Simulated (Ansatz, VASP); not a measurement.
# Si5O in VASP and in Ansatz

The input INCAR:

```
PREC = Accurate
ENCUT = 600
EDIFF = 1E-6
ISMEAR = 0
SIGMA = 0.1
LREAL = False
LASPH = True
NELM = 60
ALGO = Normal
ISIF = 3
LWAVE = False
LCHARG = False
GGA = PE
IBRION = 2
NSW = 100
EDIFFG = -0.01
```

KPOINTS

```
regular mesh
0
Gamma
  18 18 4
```

POSCAR

```
Si5O
1.0
    2.7810434760      0.0000000000      0.0000000000
   -1.3905217380      2.4084542992      0.0000000000
    0.0000000000      0.0000000000     11.6973227669
Si O
5 1
Direct
    0.6666666667      0.3333333333      0.8673575129
    0.0000000000      0.0000000000      0.6767303185
    0.6666666667      0.3333333333      0.5000000000
    0.0000000000      0.0000000000      0.3232696815
    0.6666666667      0.3333333333      0.1326424871
    0.0000000000      0.0000000000      0.0000000000
```

Input for Ansatz:

```yaml
crystal:
  lattice:
    - [2.781043476, 0.0, 0.0]
    - [-1.390521738, 2.4084542992, 0.0]
    - [0.0, 0.0, 11.6973227669]
  atoms:
    - { symbol: Si, position: [0.6666666667, 0.3333333333, 0.8673575129] }
    - { symbol: Si, position: [0.0, 0.0, 0.6767303185] }
    - { symbol: Si, position: [0.6666666667, 0.3333333333, 0.5] }
    - { symbol: Si, position: [0.0, 0.0, 0.3232696815] }
    - { symbol: Si, position: [0.6666666667, 0.3333333333, 0.1326424871] }
    - { symbol: O, position: [0.0, 0.0, 0.0] }
basis:
  ecutwfc: 420
kpoints:
  mp_grid: { grid: [18, 18, 4] }
hamiltonian:
  xc: pbe
scf:
  occupations: { method: gaussian, width: 0.1 }
output:
  forces: true
  stress: true
  eigenvalues: true
  write_density: true
  write_potential: true
  elf: true
  volumetric_format: npy
relax:
  adjacent_minimum: "off"
  f_tol: 0.01
  max_steps: 80
  cell: { stress_tol: 0.05 }
```

Change from the starting cell: species swapped into the MgCd5 type (P-6m2, No. 187).

Alike in both runs: task relaxation of cell and atoms; functional PBE; k mesh 18 × 18 × 4; occupations gaussian, width 0.1 eV; no spin polarisation.

```csv
,VASP,Ansatz
version,VASP 6.6.1,Ansatz 0.2.0
potentials or method,"VASP PAW PBE potentials, release 64 (Si, O), cutoff 600 eV","scalar-relativistic, plane waves, PAW"
valence electrons in the cell,26,26
```

Ansatz gave:

```
gap on the k mesh at the Fermi level, each at its own relaxed structure (eV) : none
relaxed volume (Å³/atom)                                                     : 12.89
relaxed cell length with the largest relative difference (Å)                 : 11.957
```

Estimate VASP's values.

gap on the k mesh at the Fermi level, each at its own relaxed structure (eV): none; relaxed volume (Å³/atom): 12.88; relaxed cell length with the largest relative difference (Å): 11.974.

A gap of «none» marks a metal or a gap that the smearing closes.

Noted on VASP's run: too few bands were computed for a metal, which touches its energy and stress.
